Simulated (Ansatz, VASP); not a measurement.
## Be3H4Br2 in VASP and in Ansatz

Contents of INCAR:

```
SYSTEM = Be3H4Br2
  PREC = Accurate
  ENCUT = 1230
  EDIFF = 1E-7
  ISMEAR = 0
  SIGMA = 0.1
  LREAL = .False.
  LASPH = .True.
  NELM = 120
  ALGO = Normal
  ISIF = 3
  LWAVE = .False.
  LCHARG = .False.
  GGA = PE
  IBRION = 2
  NSW = 90
  EDIFFG = -0.04
  GGA_COMPAT = .False.
  NELMIN = 4
```

Contents of KPOINTS:

```
regular mesh
0
Gamma
  6 6 2
  0 0 0
```

POSCAR

```
Be3H4Br2
1.0
    3.1610573400      0.0000000000      0.0000000000
   -1.5805286700      2.7375559600      0.0000000000
    0.0000000000      0.0000000000      7.7429775300
Be H Br
3 4 2
Direct
    0.6666666700      0.3333333300      0.8333333300
    0.0000000000      0.0000000000      0.5000000000
    0.3333333300      0.6666666700      0.1666666700
    0.3333333300      0.6666666700      0.4166666700
    0.6666666700      0.3333333300      0.0833333300
    0.6666666700      0.3333333300      0.5833333300
    0.3333333300      0.6666666700      0.9166666700
    0.0000000000      0.0000000000      0.7500000000
    0.0000000000      0.0000000000      0.2500000000
```

Input for Ansatz:

```yaml
crystal:
  lattice:
    - [3.16105734, 0.0, 0.0]
    - [-1.58052867, 2.73755596, 0.0]
    - [0.0, 0.0, 7.74297753]
  atoms:
    - { symbol: Be, position: [0.66666667, 0.33333333, 0.83333333] }
    - { symbol: Be, position: [0.0, 0.0, 0.5] }
    - { symbol: Be, position: [0.33333333, 0.66666667, 0.16666667] }
    - { symbol: H, position: [0.33333333, 0.66666667, 0.41666667] }
    - { symbol: H, position: [0.66666667, 0.33333333, 0.08333333] }
    - { symbol: H, position: [0.66666667, 0.33333333, 0.58333333] }
    - { symbol: H, position: [0.33333333, 0.66666667, 0.91666667] }
    - { symbol: Br, position: [0.0, 0.0, 0.75] }
    - { symbol: Br, position: [0.0, 0.0, 0.25] }
basis:
  ecutwfc: 420
kpoints:
  mp_grid: { grid: [6, 6, 2] }
hamiltonian:
  xc: pbe
scf:
  occupations: { method: gaussian, width: 0.1 }
  lower_state_search: "off"
output:
  forces: true
  stress: true
  eigenvalues: true
relax:
  adjacent_minimum: "off"
  f_tol: 0.04
  max_steps: 70
  cell: { stress_tol: 0.4 }
```

Alike in both runs: task relaxation of cell and atoms; functional PBE; k mesh 6 × 6 × 2; occupations gaussian, width 0.1 eV; no spin polarisation.

|  | VASP | Ansatz |
| --- | --- | --- |
| version | VASP 6.6.1 | Ansatz 0.2.0 |
| potentials or method | VASP PAW PBE potentials, release 64 (Be, H_h, Br), cutoff 1230 eV | scalar-relativistic, plane waves, PAW |
| valence electrons in the cell | 24 | 24 |

|  | VASP | Ansatz | Ansatz less VASP |
| --- | --- | --- | --- |
| gap on the k mesh at the Fermi level, each at its own relaxed structure (eV) | none | none | - |
| relaxed volume (Å³/atom) | 12.96 | 10.47 | -2.490 |
| relaxed length of the cell vector where the two differ most in proportion (Å) | 12.516 | 9.701 | -2.8149 |

A gap of «none» marks a metal or a gap that the smearing closes. One of these differences is far larger than is usual between the two programs; its cause wasn't traced.

The k mesh is coarse, so the values compare programs but aren't converged. Noted on VASP's run: the volume moved by over 15 % at a fixed basis, so the end points are rough.
